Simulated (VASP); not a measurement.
# NaF in VASP: a series of runs

NaF is run at these levels: LDA; tasks: electric field gradients.

All numbers are computed with VASP 6.6.1; they aren't measurements. Logs are shortened: lines on timing, memory, paths and dates and some standing lists are left out, and cuts for length are marked.

### 1 The cell of the first run

Symmetry: R-3m, No. 166, trigonal system. Conventional cell: a = 3.253 Å, b = 3.253 Å, c = 8.209 Å, α = 90.00°, β = 90.00°, γ = 120.00°. Within 3.1 Å of Na (site symmetry -3m) lie 6 F at 2.32 Å. F (site symmetry -3m) has 6 Na at 2.32 Å within 3.1 Å.

### 2 Electric field gradients, LDA (equal xy, yz and zx shear strains of +2 %)

The input, INCAR:

```
PREC = Accurate ; ENCUT = 520
EDIFF = 1E-8 ; ISMEAR = -1
SIGMA = 0.02 ; LREAL = F
LASPH = T ; NELM = 60
ALGO = Normal ; ISIF = 2
LWAVE = F ; LCHARG = F
GGA = CA ; LEFG = T
NBANDS = 14
```

The input, KPOINTS:

```
regular mesh
0
Gamma
  10 10 10
```

The input, POSCAR:

```
NaF
1.0
    0.0464660000      2.3465330000      2.3465330000
    2.3465330000      0.0464660000      2.3465330000
    2.3465330000      2.3465330000      0.0464660000
Na F
1 1
Direct
    0.0000000000      0.0000000000      0.0000000000
    0.5000000000      0.5000000000      0.5000000000
```

Potentials or basis: VASP PAW LDA potentials, release 64 (Na_pv, F).

The run is started by

```bash
> cat potpaw_LDA.64/Na_pv/POTCAR potpaw_LDA.64/F/POTCAR > POTCAR
> mpirun -np 1 vasp_std > vasp.out
```

OUTCAR:

```text
PREC = Accurate
   ENCUT = 520
   EDIFF = 1E-8
   ISMEAR = -1
   LREAL = F
   LASPH = T
   NELM = 60
   ISIF = 2
   GGA = CA

 ion  position               nearest neighbor table
   1  0.000  0.000  0.000-   2 2.32   2 2.32   2 2.32   2 2.32   2 2.32   2 2.32
   2  0.500  0.500  0.500-   1 2.32   1 2.32   1 2.32   1 2.32   1 2.32   1 2.32

  LATTYP: Found a trigonal (rhomboedric) cell.
 ALAT       =     3.3188240883
 COS(alpha) =     0.5197000882

  Lattice vectors:

 A1 = (   0.0464660000,   2.3465330000,   2.3465330000)
 A2 = (   2.3465330000,   0.0464660000,   2.3465330000)
 A3 = (   2.3465330000,   2.3465330000,   0.0464660000)

Analysis of symmetry for initial positions (statically):
=====================================================================
 Subroutine PRICEL returns:
 Original cell was already a primitive cell.

 Routine SETGRP: Setting up the symmetry group for a
 trigonal (rhombohedral) supercell.

 Subroutine GETGRP returns: Found 12 space group operations
 (whereof 12 operations were pure point group operations)
 out of a pool of 12 trial point group operations.

The static configuration has the point symmetry D_3d.

Analysis of symmetry for dynamics (positions and initial velocities):
=====================================================================
 Subroutine PRICEL returns:
 Original cell was already a primitive cell.

 Routine SETGRP: Setting up the symmetry group for a
 trigonal (rhombohedral) supercell.

 Subroutine GETGRP returns: Found 12 space group operations
 (whereof 12 operations were pure point group operations)
 out of a pool of 12 trial point group operations.

The dynamic configuration has the point symmetry D_3d.

 Subroutine INISYM returns: Found 12 space group operations
 (whereof 12 operations are pure point group operations),
 and found     1 'primitive' translations

----------------------------------------------------------------------------------------

                                     Primitive cell

  volume of cell :      25.0736

  direct lattice vectors                    reciprocal lattice vectors
     0.046466000  2.346533000  2.346533000    -0.219516197  0.215253747  0.215253747
     2.346533000  0.046466000  2.346533000     0.215253747 -0.219516197  0.215253747
[... 138 lines left out ...]
 Fermi energy:        -2.0986544913

 k-point     1 :       0.0000    0.0000    0.0000
  band No.  band energies     occupation
      1     -21.3335      2.00000
      2     -21.3335      2.00000
      3     -21.3303      2.00000
      4     -21.2902      2.00000
      5      -2.5988      2.00000
      6      -2.5139      2.00000
      7      -2.5139      2.00000
      8       3.3666      0.00000
      9      15.4667      0.00000
     10      16.1817      0.00000
     11      16.1817      0.00000
     12      18.7106      0.00000
     13      20.9603      0.00000
     14      20.9603      0.00000
[... 377 lines left out ...]
      1     -21.7271      2.00000
      2     -21.3835      2.00000
      3     -21.3728      2.00000
      4     -20.7611      2.00000
      5      -3.7570      2.00000
      6      -2.9200      2.00000
      7      -2.9010      2.00000
      8       7.6116      0.00000
      9      10.8328      0.00000
     10      13.6889      0.00000
     11      16.3294      0.00000
     12      16.7471      0.00000
     13      22.3680      0.00000
     14      23.5266      0.00000

 [... further k-points ...]

------------------------ aborting loop because EDIFF is reached ----------------------------------------

  FORCE on cell =-STRESS in cart. coord.  units (eV):
  Direction    XX          YY          ZZ          XY          YZ          ZX
  --------------------------------------------------------------------------------------
  -------------------------------------------------------------------------------------
  Total       -0.7388203     -0.7388203     -0.7388203     -0.0936526     -0.0936526     -0.0936526
  in kB      -47.2098877    -47.2098877    -47.2098877     -5.9843090     -5.9843090     -5.9843090
  external PRESSURE =     -47.2098877 kB  Pullay stress =       0.0000000 kB

 VOLUME and BASIS-vectors are now :
 -----------------------------------------------------------------------------
  energy-cutoff  :      520.00
  volume of cell :       25.07
      direct lattice vectors                 reciprocal lattice vectors
     0.046466000  2.346533000  2.346533000    -0.219516197  0.215253747  0.215253747
     2.346533000  0.046466000  2.346533000     0.215253747 -0.219516197  0.215253747
     2.346533000  2.346533000  0.046466000     0.215253747  0.215253747 -0.219516197

 POSITION                                       TOTAL-FORCE (eV/Angst)
 -----------------------------------------------------------------------------------
      0.00000      0.00000      0.00000        -0.000000     -0.000000     -0.000000
      2.36977      2.36977      2.36977         0.000000      0.000000      0.000000
 -----------------------------------------------------------------------------------
    total drift:                                0.000000      0.000000      0.000000

  FREE ENERGIE OF THE ION-ELECTRON SYSTEM (eV)
  ---------------------------------------------------
  free  energy   TOTEN  =        -9.2972659985 eV

  energy  without entropy=       -9.2972659985  energy(sigma->0) =       -9.29726600

 Electric field gradients (V/A^2)
---------------------------------------------------------------------
 ion       V_xx      V_yy      V_zz      V_xy      V_xz      V_yz
---------------------------------------------------------------------
   1      -0.000    -0.000     0.000    -0.883    -0.883    -0.883
   2       0.000     0.000     0.000     1.525     1.525     1.525
---------------------------------------------------------------------

 Electric field gradients after diagonalization (V/A^2)
 (convention: |V_zz| > |V_xx| > |V_yy|)
----------------------------------------------------------------------
 ion       V_xx      V_yy      V_zz     asymmetry (V_yy - V_xx)/ V_zz
----------------------------------------------------------------------
   1       0.883     0.883    -1.767       0.000
   2      -1.525    -1.525     3.050       0.000
----------------------------------------------------------------------

           NMR quadrupolar parameters

 Cq : quadrupolar parameter    Cq=e*Q*V_zz/h
 eta: asymmetry parameters     (V_yy - V_xx)/ V_zz
 Q  : nuclear electric quadrupole moment in mb (millibarn)
----------------------------------------------------------------------
 ion       Cq(MHz)       eta       Q (mb)
----------------------------------------------------------------------
   1      -0.004       0.000       1.000
   2       0.007       0.000       1.000
----------------------------------------------------------------------
```

Run time: 1.9 min. Hardware: 1 thread of AMD EPYC 7R13, shared host; peak memory 0.13 GiB.

Results:

```
Free energy            : -9.2973 eV
Pressure               : -4.7 GPa
Band gap on the k mesh : 5.88 eV, direct
```

Stress tensor (GPa, compression positive):
```
-4.72 -0.60 -0.60
-0.60 -4.72 -0.60
-0.60 -0.60 -4.72
```

Electric field gradients, principal values (V/Å²):
| atom | least | middle | greatest (by size) |
| --- | --- | --- | --- |
| 1 Na | 0.883 | 0.883 | -1.767 |
| 2 F | -1.525 | -1.525 | 3.050 |

Caveat: the cell differs from its parent crystal (equal xy, yz and zx shear strains of +2 %); without QUAD_EFG the Cq values of the log hold for a quadrupole moment of 1 mb, not for the nuclei. A k mesh can miss the band edges.

### 3 Electric field gradients, LDA (zz strain of -2 %)

The input, INCAR:

```
PREC     = Accurate       # precision mode
ENCUT    = 520            # plane-wave cutoff, eV
EDIFF    = 1E-8           # SCF threshold, eV
ISMEAR   = -1             # smearing method
SIGMA    = 0.02           # smearing width, eV
LREAL    = F              # projectors in reciprocal space
LASPH    = T              # aspherical terms in the spheres
NELM     = 100            # most SCF steps
ALGO     = Normal         # electronic algorithm
ISIF     = 2              # what is computed and relaxed
LWAVE    = F              # write WAVECAR
LCHARG   = F              # write CHGCAR
GGA      = CA             # functional
LEFG     = T            
NBANDS   = 14             # bands
```

The input, KPOINTS:

```
Automatic mesh
0
Gamma
  10 10 10
```

The input, POSCAR:

```
NaF
1.0
    0.0000000000      2.3233000000      2.2768340000
    2.3233000000      0.0000000000      2.2768340000
    2.3233000000      2.3233000000      0.0000000000
Na F
1 1
Direct
    0.0000000000      0.0000000000      0.0000000000
    0.5000000000      0.5000000000      0.5000000000
```

Potentials or basis: VASP PAW LDA potentials, release 64 (Na_pv, F).

The run is started by

```bash
> cat potpaw_LDA.64/Na_pv/POTCAR potpaw_LDA.64/F/POTCAR > POTCAR
> mpirun -np 1 vasp_std > vasp.out
```

OUTCAR:

```text
PREC = Accurate
   ENCUT = 520
   EDIFF = 1E-8
   ISMEAR = -1
   LREAL = F
   LASPH = T
   NELM = 100
   ISIF = 2
   GGA = CA

 ion  position               nearest neighbor table
   1  0.000  0.000  0.000-   2 2.28   2 2.28   2 2.32   2 2.32   2 2.32   2 2.32
   2  0.500  0.500  0.500-   1 2.28   1 2.28   1 2.32   1 2.32   1 2.32   1 2.32

  LATTYP: Found a body centered tetragonal cell.
 ALAT       =     3.2856423695
 C/A-ratio  =     1.3859292911

  Lattice vectors:

 A1 = (   0.0000000000,  -2.3233000000,  -2.2768340000)
 A2 = (   0.0000000000,   2.3233000000,  -2.2768340000)
 A3 = (   2.3233000000,   0.0000000000,   2.2768340000)

Analysis of symmetry for initial positions (statically):
=====================================================================
 Subroutine PRICEL returns:
 Original cell was already a primitive cell.
[... 598 lines left out ...]
  energy-cutoff  :      520.00
  volume of cell :       24.58
      direct lattice vectors                 reciprocal lattice vectors
     0.000000000  2.323300000  2.276834000    -0.215211122  0.215211122  0.219603186
     2.323300000  0.000000000  2.276834000     0.215211122 -0.215211122  0.219603186
     2.323300000  2.323300000  0.000000000     0.215211122  0.215211122 -0.219603186

 POSITION                                       TOTAL-FORCE (eV/Angst)
 -----------------------------------------------------------------------------------
      0.00000      0.00000      0.00000         0.000000      0.000000      0.000000
      2.32330      2.32330      2.27683        -0.000000      0.000000      0.000000
 -----------------------------------------------------------------------------------
    total drift:                                0.000000     -0.000000      0.000000

  FREE ENERGIE OF THE ION-ELECTRON SYSTEM (eV)
  ---------------------------------------------------
  free  energy   TOTEN  =        -9.3109399708 eV

  energy  without entropy=       -9.3109399708  energy(sigma->0) =       -9.31093997

 Electric field gradients (V/A^2)
---------------------------------------------------------------------
 ion       V_xx      V_yy      V_zz      V_xy      V_xz      V_yz
---------------------------------------------------------------------
   1       1.538     1.538    -3.077     0.001     0.002     0.002
   2       0.874     0.874    -1.748     0.006     0.009     0.009
---------------------------------------------------------------------

 Electric field gradients after diagonalization (V/A^2)
 (convention: |V_zz| > |V_xx| > |V_yy|)
----------------------------------------------------------------------
 ion       V_xx      V_yy      V_zz     asymmetry (V_yy - V_xx)/ V_zz
----------------------------------------------------------------------
   1       1.539     1.538    -3.077       0.000
   2       0.880     0.868    -1.748       0.007
----------------------------------------------------------------------

           NMR quadrupolar parameters

 Cq : quadrupolar parameter    Cq=e*Q*V_zz/h
 eta: asymmetry parameters     (V_yy - V_xx)/ V_zz
 Q  : nuclear electric quadrupole moment in mb (millibarn)
----------------------------------------------------------------------
 ion       Cq(MHz)       eta       Q (mb)
----------------------------------------------------------------------
   1      -0.007       0.000       1.000
   2      -0.004       0.007       1.000
----------------------------------------------------------------------
```

Wall time 15 s (1 thread of Intel Xeon Platinum 8488C (Sapphire Rapids), shared host); peak memory 0.14 GiB.

Results:

```yaml
Free_energy: -9.3109 eV
Pressure: -3.8 GPa
Band_gap_on_the_k_mesh: 6.02 eV, direct
```

Stress tensor (GPa, compression positive):
```
-4.36  0.00  0.00
 0.00 -4.36  0.00
 0.00  0.00 -2.82
```

Electric field gradients, principal values (V/Å²):
| atom | least | middle | greatest (by size) |
| --- | --- | --- | --- |
| 1 Na | 1.538 | 1.539 | -3.077 |
| 2 F | 0.868 | 0.880 | -1.748 |

Caveat: the cell differs from its parent crystal (zz strain of -2 %); without QUAD_EFG the Cq values of the log hold for a quadrupole moment of 1 mb, not for the nuclei.

(Continued in part 2 of 2.)
